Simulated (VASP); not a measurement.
# B (Fmmm) in VASP: relaxation of cell and atoms with PBE

Aim: the relaxation of cell and atoms of B with PBE.

All numbers are computed with VASP 6.6.1; they aren't measurements. Logs are shortened: lines on timing, memory, paths and dates and some standing lists are left out, and cuts for length are marked.

## 1. The cell of the first run

It takes space group Fmmm (No. 69, orthorhombic). Conventional cell: a = 2.953 Å, b = 3.375 Å, c = 5.412 Å, α = 90.00°, β = 90.00°, γ = 90.00°. B (site symmetry mm2) has 9 B at 1.70 to 2.24 Å within 2.3 Å.

## 2. Relaxation of cell and atoms, PBE

The input, INCAR:

```
SYSTEM = B
PREC     = Accurate       ! precision mode
ENCUT    = 600            ! plane-wave cutoff, eV
EDIFF    = 1E-7           ! SCF threshold, eV
ISMEAR   = 0              ! smearing method
SIGMA    = 0.1            ! smearing width, eV
LREAL    = .False.        ! projectors in reciprocal space
LASPH    = .True.         ! aspherical terms in the spheres
NELM     = 100            ! most SCF steps
ALGO     = Normal         ! electronic algorithm
ISIF     = 3              ! what is computed and relaxed
LWAVE    = .False.        ! write WAVECAR
LCHARG   = .False.        ! write CHGCAR
GGA      = PE             ! functional
IBRION   = 2              ! ionic algorithm
NSW      = 100            ! ionic steps
EDIFFG   = -0.01          ! ionic threshold
```

The input, KPOINTS:

```
Automatic mesh
0
Gamma
  26 26 26
  0 0 0
```

The input, POSCAR:

```
B
1.0
    0.0000000000      1.6877460679      2.7058555860
    1.4763510054      0.0000000000      2.7058555860
    1.4763510054      1.6877460679      0.0000000000
B
2
Direct
    0.1570572179      0.1570572179      0.8429427821
    0.8429427821      0.8429427821      0.1570572179
```

Potentials or basis: VASP PAW PBE potentials, release 64 (B).

Command:

```bash
$ cat potpaw_PBE.64/B/POTCAR > POTCAR
$ mpirun -np 1 vasp_std > vasp.out
```

OUTCAR:

```text
SYSTEM = B
   PREC = Accurate
   ENCUT = 600
   EDIFF = 1E-7
   ISMEAR = 0
   LREAL = .False.
   LASPH = .True.
   NELM = 100
   ISIF = 3
   GGA = PE
   IBRION = 2
   NSW = 100
   EDIFFG = -0.01

 ion  position               nearest neighbor table
   1  0.157  0.157  0.843-   2 1.70   2 1.79   2 1.79   2 1.96   2 1.96
   2  0.843  0.843  0.157-   1 1.70   1 1.79   1 1.79   1 1.96   1 1.96

  LATTYP: Found a face centered orthorhombic cell.
 ALAT       =     2.9527020108
 B/A-ratio  =     1.1431875358
 C/A-ratio  =     1.8327996365

  Lattice vectors:

 A1 = (   0.0000000000,   1.6877460679,   2.7058555860)
 A2 = (   1.4763510054,   0.0000000000,   2.7058555860)
 A3 = (   1.4763510054,   1.6877460679,   0.0000000000)

Analysis of symmetry for initial positions (statically):
=====================================================================
 Subroutine PRICEL returns:
 Original cell was already a primitive cell.

 Routine SETGRP: Setting up the symmetry group for a
 face centered orthorhombic supercell.

 Subroutine GETGRP returns: Found  8 space group operations
 (whereof  8 operations were pure point group operations)
 out of a pool of  8 trial point group operations.

The static configuration has the point symmetry D_2h.

Analysis of symmetry for dynamics (positions and initial velocities):
=====================================================================
 Subroutine PRICEL returns:
 Original cell was already a primitive cell.

 Routine SETGRP: Setting up the symmetry group for a
 face centered orthorhombic supercell.

 Subroutine GETGRP returns: Found  8 space group operations
 (whereof  8 operations were pure point group operations)
 out of a pool of  8 trial point group operations.

The dynamic configuration has the point symmetry D_2h.

 Subroutine INISYM returns: Found  8 space group operations
 (whereof  8 operations are pure point group operations),
 and found     1 'primitive' translations

----------------------------------------------------------------------------------------

                                     Primitive cell

  volume of cell :      13.4844

  direct lattice vectors                    reciprocal lattice vectors
     0.000000000  1.687746068  2.705855586    -0.338672848  0.296253097  0.184784437
     1.476351005  0.000000000  2.705855586     0.338672848 -0.296253097  0.184784437
     1.476351005  1.687746068  0.000000000     0.338672848  0.296253097 -0.184784437

  length of vectors
     3.189065889  3.082412488  2.242342320     0.486426237  0.486426237  0.486426237

  position of ions in fractional coordinates (direct lattice)
     0.157057218  0.157057218  0.842942782
     0.842942782  0.842942782  0.157057218

  ion indices of the primitive-cell ions
   primitive index   ion index
                 1           1
                 2           2

----------------------------------------------------------------------------------------

 KPOINTS: Automatic mesh

Automatic generation of k-mesh.
 Grid dimensions read from file:
 generate k-points for:   26   26   26

 Generating k-lattice:

  Cartesian coordinates                     Fractional coordinates (reciprocal lattice)
    -0.013025879  0.011394350  0.007107094     0.038461538  0.000000000  0.000000000
     0.013025879 -0.011394350  0.007107094     0.000000000  0.038461538  0.000000000
     0.013025879  0.011394350 -0.007107094     0.000000000  0.000000000  0.038461538

  Length of vectors
     0.018708701  0.018708701  0.018708701

  Shift w.r.t. Gamma in fractional coordinates (k-lattice)
     0.000000000  0.000000000  0.000000000

 Subroutine IBZKPT returns following result:
 ===========================================

 Found   2471 irreducible k-points:

 Following reciprocal coordinates:
            Coordinates               Weight
  0.000000  0.000000  0.000000      1.000000
  0.038462  0.000000  0.000000      8.000000
  0.076923  0.000000  0.000000      8.000000
  0.115385  0.000000  0.000000      8.000000
  0.153846  0.000000  0.000000      8.000000
  0.192308  0.000000  0.000000      8.000000
[... 16 lines left out ...]
  0.346154  0.038462  0.000000      8.000000
  0.384615  0.038462  0.000000      8.000000
 [... further k-points ...]
   k-points           NKPTS =   2471   k-points in BZ     NKDIM =   2471   number of bands    NBANDS=      7
   number of dos      NEDOS =    301   number of ions     NIONS =      2
   total plane-waves  NPLWV =  14112
   dimension x,y,z NGX =    28 NGY =   28 NGZ =   18
   dimension x,y,z NGXF=    56 NGYF=   56 NGZF=   36
   ions per type =               2
   NGX,Y,Z   is equivalent  to a cutoff of  14.60, 15.10, 13.35 a.u.
   NGXF,Y,Z  is equivalent  to a cutoff of  29.19, 30.20, 26.69 a.u.
 SYSTEM =  B
   PREC   = accura    normal or accurate (medium, high low for compatibility)
   ISTART =      0    job   : 0-new  1-cont  2-samecut
   ICHARG =      2    charge: 1-file 2-atom 10-const
   ISPIN  =      1    spin polarized calculation?
   LNONCOLLINEAR =      F non collinear calculations
   LSORBIT =      F    spin-orbit coupling
   LASPH  =      T    aspherical Exc in radial PAW
   ENCUT  =  600.0 eV  44.10 Ry    6.64 a.u.   6.37  6.16  4.48*2*pi/ulx,y,z
   NELM   =    100;   NELMIN=  2; NELMDL= -5     # of ELM steps
   EDIFF  = 0.1E-06   stopping-criterion for ELM
   LREAL  =      F    real-space projection
   EDIFFG = -.1E-01   stopping-criterion for IOM
   NSW    =    100    number of steps for IOM
   IBRION =      2    ionic relax: 0-MD 1-quasi-New 2-CG
   NFREE  =      1    steps in history (QN), initial steepest desc. (CG)
   ISIF   =      3    stress and relaxation
   ISYM   =      2    0-nonsym 1-usesym 2-fastsym
   POTIM  = 0.5000    time-step for ionic-motion
   TEBEG  =    0.0;   TEEND  =   0.0 temperature during run
   PSTRESS=    0.0 pullay stress
   NELECT =       6.0000    total number of electrons
   NUPDOWN=      -1.0000    fix difference up-down
   EMIN   =  10.00;   EMAX   =-10.00  energy-range for DOS
   EFERMI =   0.00;   METHOD = LEGACY
   ISMEAR =     0;   SIGMA  =   0.10  broadening in eV -4-tet -1-fermi 0-gaus
   EFERMI_NEDOS =   21; number of points for ismear=-14 and -15
   IALGO  =     38    algorithm
   IMIX   =      4    mixing-type and parameters
     AMIX     =   0.40;   BMIX     =  1.00
     AMIX_MAG =   1.60;   BMIX_MAG =  1.00
  volume/ion in A,a.u.               =       6.74        45.50
  Fermi-wavevector in a.u.,A,eV,Ry     =   1.249822  2.361821 21.253046  1.562055
  Thomas-Fermi vector in A             =   2.383845
   LORBIT       =      0    0 simple, 1 ext, 2 COOP (PROOUT), +10 PAW based schemes
   GGA     = PE    functional components
   LHFCALC =     F    Hartree Fock is set to
   AEXX    =    0.0000 exact exchange contribution
   IVDW    =     0    specifies the selected vdW correction
   LEPSILON=     F    determine dielectric tensor
   LRPA    =     F    only Hartree local field effects (RPA)
 conjugate gradient relaxation of ions
 non-spin polarized calculation
 Gauss-broadening in eV      SIGMA  =   0.10
  energy-cutoff  :      600.00
  volume of cell :       13.48
 maximum number of plane-waves:       468
 NGX is ok and might be reduce to    28
   NGX = 13   NGY = 13   NGZ =  9

--------------------------------------- Ionic step        1  -------------------------------------------

 number of electron       6.0000000 magnetization

 Free energy of the ion-electron system (eV)
  ---------------------------------------------------
  ext. energy  EPLUGINS =         0.00000000
  ---------------------------------------------------
  free energy    TOTEN  =       -12.24803752 eV

  energy without entropy =      -12.24643866  energy(sigma->0) =      -12.24723809

------------------------ aborting loop because EDIFF is reached ----------------------------------------

  FORCE on cell =-STRESS in cart. coord.  units (eV):
  Direction    XX          YY          ZZ          XY          YZ          ZX
  --------------------------------------------------------------------------------------
  -------------------------------------------------------------------------------------
  Total        0.0434355      0.2757350     -0.1793070      0.0000000      0.0000000      0.0000000
  in kB        5.1608794     32.7620526    -21.3047564      0.0000000      0.0000000      0.0000000
  external PRESSURE =       5.5393919 kB  Pullay stress =       0.0000000 kB

 VOLUME and BASIS-vectors are now :
 -----------------------------------------------------------------------------
  energy-cutoff  :      600.00
  volume of cell :       13.48
      direct lattice vectors                 reciprocal lattice vectors
     0.000000000  1.687746068  2.705855586    -0.338672848  0.296253097  0.184784437
     1.476351005  0.000000000  2.705855586     0.338672848 -0.296253097  0.184784437
     1.476351005  1.687746068  0.000000000     0.338672848  0.296253097 -0.184784437
[... 145 lines left out ...]
 POSITION                                       TOTAL-FORCE (eV/Angst)
 -----------------------------------------------------------------------------------
      1.47740      1.70180      0.84749         0.000000      0.000000     -0.009402
      1.47740      1.70180      4.55023         0.000000      0.000000      0.009402
 -----------------------------------------------------------------------------------
    total drift:                                0.000000      0.000000      0.000000

  FREE ENERGIE OF THE ION-ELECTRON SYSTEM (eV)
  ---------------------------------------------------
  free  energy   TOTEN  =       -12.2494571240 eV

  energy  without entropy=      -12.2479669999  energy(sigma->0) =      -12.24871206

--------------------------------------- Ionic step        6  -------------------------------------------

 number of electron       6.0000000 magnetization

 Free energy of the ion-electron system (eV)
  ---------------------------------------------------
  ext. energy  EPLUGINS =         0.00000000
  ---------------------------------------------------
  free energy    TOTEN  =       -12.24946980 eV

  energy without entropy =      -12.24800756  energy(sigma->0) =      -12.24873868

 E-fermi :   7.4411     XC(G=0): -12.1751

 val. band max:        7.4399965420   @ k =  -0.0769   0.4231   0.3846
 cond. band min:       7.4493387602   @ k =  -0.3462   0.1923   0.4615
 fundamental gap:      0.0093422182
 Fermi energy:         7.4411389112

 k-point     1 :       0.0000    0.0000    0.0000
  band No.  band energies     occupation
      1      -8.9578      2.00000
      2       4.4996      2.00000
      3      11.0242      0.00000
      4      12.1377      0.00000
      5      14.6841      0.00000
      6      18.4434      0.00000
      7      18.5532      0.00000

 k-point     2 :       0.0385    0.0000    0.0000
  band No.  band energies     occupation
      1      -8.9165      2.00000
      2       4.4731      2.00000
      3      10.9709      0.00000
      4      12.1590      0.00000
      5      14.5510      0.00000
      6      18.2886      0.00000
      7      18.5322      0.00000
[... 201 lines left out ...]
 k-point    23 :       0.3462    0.0385    0.0000
  band No.  band energies     occupation
      1      -6.1189      2.00000
      2       3.1143      2.00000
      3       3.6832      2.00000
      4      13.2530      0.00000
      5      14.1113      0.00000
      6      17.7077      0.00000
      7      19.4104      0.00000

 k-point    24 :       0.3846    0.0385    0.0000
  band No.  band energies     occupation
      1      -5.4028      2.00000
      2       2.3758      2.00000
      3       3.1206      2.00000
      4      12.7218      0.00000
      5      14.3300      0.00000
      6      18.2115      0.00000
      7      19.7606      0.00000

 [... further k-points ...]

------------------------ aborting loop because EDIFF is reached ----------------------------------------

  FORCE on cell =-STRESS in cart. coord.  units (eV):
  Direction    XX          YY          ZZ          XY          YZ          ZX
  --------------------------------------------------------------------------------------
  -------------------------------------------------------------------------------------
  Total       -0.0120942     -0.0013568     -0.0084095     -0.0000000      0.0000000      0.0000000
  in kB       -1.4266518     -0.1600447     -0.9919941     -0.0000000      0.0000000      0.0000000
  external PRESSURE =      -0.8595635 kB  Pullay stress =       0.0000000 kB

 VOLUME and BASIS-vectors are now :
 -----------------------------------------------------------------------------
  energy-cutoff  :      600.00
  volume of cell :       13.58
      direct lattice vectors                 reciprocal lattice vectors
     0.000000000  1.702353952  2.700632811    -0.338489950  0.293710952  0.185141793
     1.477148729 -0.000000000  2.700632811     0.338489950 -0.293710952  0.185141793
     1.477148729  1.702353952  0.000000000     0.338489950  0.293710952 -0.185141793

 POSITION                                       TOTAL-FORCE (eV/Angst)
 -----------------------------------------------------------------------------------
      1.47715      1.70235      0.84770         0.000000      0.000000      0.001283
      1.47715      1.70235      4.55357         0.000000      0.000000     -0.001283
 -----------------------------------------------------------------------------------
    total drift:                                0.000000     -0.000000      0.000000

  FREE ENERGIE OF THE ION-ELECTRON SYSTEM (eV)
  ---------------------------------------------------
  free  energy   TOTEN  =       -12.2494697975 eV

  energy  without entropy=      -12.2480075614  energy(sigma->0) =      -12.24873868

 reached required accuracy - stopping structural energy minimisation
```

Run time: 6.6 min. Hardware: 1 thread of AMD EPYC 9R45 (Zen 5), shared host; peak memory 0.33 GiB.

What came out:

- Free energy: -12.2495 eV
- Relaxed volume: 6.79 Å³/atom
- Relaxed cell: a = 3.192 Å, b = 3.078 Å, c = 2.254 Å, α = 71.67°, β = 66.25°, γ = 42.08°
- Space group after relaxing (to 0.05 Å): Fmmm (No. 69)
- Energy gained by relaxing: 0.7 meV/atom
- Ionic steps: 6
- Pressure after relaxing: -0.1 GPa
- Band gap on the k mesh: zero (band 3 reaches 11.85 eV, above the bottom of band 4 at 4.47 eV)

Stress tensor (GPa, compression positive):
```
-0.14  0.00  0.00
 0.00 -0.02  0.00
 0.00  0.00 -0.10
```

Step by step:
```tsv
step	energy change (eV)	largest force (eV/Å)	pressure (GPa)	volume (Å³)
1	0.0000	0.0793	0.55	13.48
2	-0.0005	0.2029	0.91	13.53
3	-0.0010	0.0824	0.75	13.51
4	-0.0014	0.0268	0.00	13.58
5	-0.0014	0.0094	0.13	13.57
6	-0.0014	0.0013	-0.09	13.58
```

Final structure:
```
B
1.0
     0.00000    1.70235    2.70063
     1.47715    0.00000    2.70063
     1.47715    1.70235    0.00000
B
2
Direct
  0.15694 0.15694 0.84306
  0.84306 0.84306 0.15694
```

Levels at points of the mesh, in eV from the Fermi level:
```
           k point  band 1  band 2  band 3  band 4  band 5  band 6
(0.00, 0.00, 0.00)  -16.40   -2.94    3.58    4.70    7.24   11.00
(0.50, 0.00, 0.00)   -9.74   -9.23   -3.88    3.88    7.82   10.22
(0.50, 0.50, 0.00)  -13.44  -11.00    2.56    4.82   13.90   15.41
(0.50, 0.00, 0.50)   -7.64   -3.97   -2.89    0.45    3.32    3.63
(0.00, 0.50, 0.50)   -5.36   -4.93   -2.14   -1.35    0.56    1.87
```
